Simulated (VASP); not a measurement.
Cl: relaxation of cell and atoms with PBEsol

The system is Cl.

```
Cl
1.0
     3.14500   -2.25000    0.00000
     3.14500    2.25000    0.00000
     0.00000    0.00000    8.21000
Cl
4
Direct
  0.87000 0.13000 0.10000
  0.63000 0.37000 0.60000
  0.13000 0.87000 0.90000
  0.37000 0.63000 0.40000
```

```json
{
  "Program": "VASP 6.6.1",
  "Task": "relaxation of cell and atoms",
  "Functional": "PBEsol",
  "Potentials or basis": "VASP PAW PBE potentials, release 64 (Cl)",
  "Cutoff": "600 eV",
  "k mesh": "7 × 7 × 3",
  "Occupations": "fermi-dirac, width 0.05 eV",
  "Spin": "no spin polarisation",
  "Dipole correction": "no",
  "Further INCAR settings": "ALGO = Normal; EDIFF = 1e-07; IBRION = 2; EDIFFG = -0.01; NSW = 80; ISIF = 3"
}
```

| Item | Value |
| --- | --- |
| Relaxed volume | 26.85 Å³/atom |
| Relaxed cell | a = 3.937 Å, b = 3.937 Å, c = 8.029 Å, α = 90.00°, β = 90.00°, γ = 59.67° |
| Space group after relaxing (to 0.1 Å) | Cmce (No. 64) |
| Energy gained by relaxing | 23.5 meV/atom |
| Ionic steps | 41 |
| Pressure after relaxing | 0.0 GPa |
| Largest force after relaxing | 0.009 eV/Å |
| Band gap on the k mesh | 2.14 eV |

Forces in eV/Å, atoms in the order of the input:
```
Cl   0.000  0.008 -0.005
Cl   0.000 -0.008 -0.005
Cl   0.000 -0.008  0.005
Cl   0.000  0.008  0.005
```

Step by step:
```tsv
step	energy change (eV)	largest force (eV/Å)	pressure (GPa)	volume (Å³)
1	0.0000	0.3077	-1.11	116.19
3	-0.0134	0.1855	-0.18	114.72
5	-0.0420	0.1659	-0.13	111.25
7	0.0591	0.3993	3.26	95.96
9	-0.0744	0.0600	0.16	105.19
11	-0.0756	0.0395	-0.03	105.07
13	-0.0802	0.0603	0.01	104.66
15	-0.0863	0.0475	0.34	104.35
17	-0.0876	0.0995	0.43	104.71
19	-0.0914	0.0496	0.04	106.52
21	-0.0915	0.0395	-0.01	106.59
23	-0.0919	0.0366	-0.08	106.52
25	-0.0924	0.0211	0.12	106.07
27	-0.0925	0.0058	0.06	106.14
29	-0.0927	0.0186	0.03	106.18
31	-0.0934	0.0207	0.12	106.51
33	-0.0936	0.0469	0.18	106.76
35	-0.0938	0.0305	0.12	106.92
37	-0.0940	0.0206	0.02	107.23
39	-0.0940	0.0183	0.02	107.26
41	-0.0942	0.0089	0.00	107.39
```

Final structure:
```yaml
crystal:
  lattice:
    - [3.41502, -1.95850, 0.00000]
    - [3.41502, 1.95850, 0.00000]
    - [0.00000, 0.00000, 8.02853]
  atoms:
    - { symbol: Cl, position: [0.87611, 0.12389, 0.11034] }
    - { symbol: Cl, position: [0.62389, 0.37611, 0.61035] }
    - { symbol: Cl, position: [0.12389, 0.87611, 0.88966] }
    - { symbol: Cl, position: [0.37611, 0.62389, 0.38965] }
```

Levels at points of the mesh, in eV from the valence-band top:
```
           k point  band 10  band 11  band 12  band 13  band 14  band 15  band 16  band 17  band 18
(0.00, 0.00, 0.00)    -2.41    -1.16    -0.44    -0.41     0.00     2.14     3.13     6.40     6.83
```

It took 35 min on 1 thread of Intel Xeon 8259CL (shared host), peak memory 0.29 GiB.

Caveat: this functional lacks dispersion, which holds the molecules together, so the pressure and a relaxed volume are unreliable; the PAW data sets were made with another functional, which shifts forces and pressure a little; an odd mesh through Γ misses points on the zone boundary, where band edges can lie.
